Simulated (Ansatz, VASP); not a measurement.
**InSb: VASP beside Ansatz**

INCAR

```
SYSTEM = InSb
PREC = Accurate
ENCUT = 520
EDIFF = 1E-7
ISMEAR = 0
SIGMA = 0.1
LREAL = .FALSE.
LASPH = .TRUE.
NELM = 150
ALGO = Normal
ISIF = 2
LWAVE = .FALSE.
LCHARG = .FALSE.
LNONCOLLINEAR = .TRUE.
MAGMOM = 0 0 0 0 0 0
LORBIT = 11
LSORBIT = .TRUE.
GGA_COMPAT = .FALSE.
LORBMOM = .TRUE.
GGA = PS
NBANDS = 30
```

Contents of KPOINTS:

```
regular mesh
0
G
  8 8 8
  0 0 0
```

File POSCAR:

```
InSb
1.0
    0.0000000000      3.2604904160      3.2604904160
    3.2604904160      0.0000000000      3.2604904160
    3.2604904160      3.2604904160      0.0000000000
In Sb
1 1
Direct
    1.0000000000      0.0000000000      0.0000000000
    0.2500000000      0.2500000000      0.2500000000
```

Input for Ansatz:

```yaml
crystal:
  lattice:
    - [0.0, 3.260490416, 3.260490416]
    - [3.260490416, 0.0, 3.260490416]
    - [3.260490416, 3.260490416, 0.0]
  atoms:
    - { symbol: In, position: [1.0, 0.0, 0.0] }
    - { symbol: Sb, position: [0.25, 0.25, 0.25] }
basis:
  ecutwfc: 420
kpoints:
  mp_grid: { grid: [8, 8, 8] }
scf:
  occupations: { method: gaussian, width: 0.1 }
  n_extra_bands: 8
hamiltonian:
  xc: pbesol
  pseudopotentials: { kind: paw_fr, azcp: { folder: soft_1 } }
output:
  eigenvalues: true
magnetization:
  noncollinear: true
  spin_orbit: true
```

Alike in both runs: task single point; functional PBEsol; k mesh 8 × 8 × 8; occupations gaussian, width 0.1 eV; non-collinear spin, spin-orbit coupling.

```csv
,VASP,Ansatz
version,VASP 6.6.1,Ansatz 0.2.0
potentials or method,"VASP PAW PBE potentials, release 64 (In_d, Sb), cutoff 520 eV",plane-wave PAW
valence electrons in the cell,18,28
```

```csv
,VASP,Ansatz,Ansatz less VASP
net moment per atom (μB),0.00,0.00,0.000
```

VASP's potentials were made for PBE, not for PBEsol, and Ansatz warns of the same on its side. VASP's potentials hold 18 valence electrons a cell and Ansatz's 28, so a difference there can come from the potentials and not from the codes.
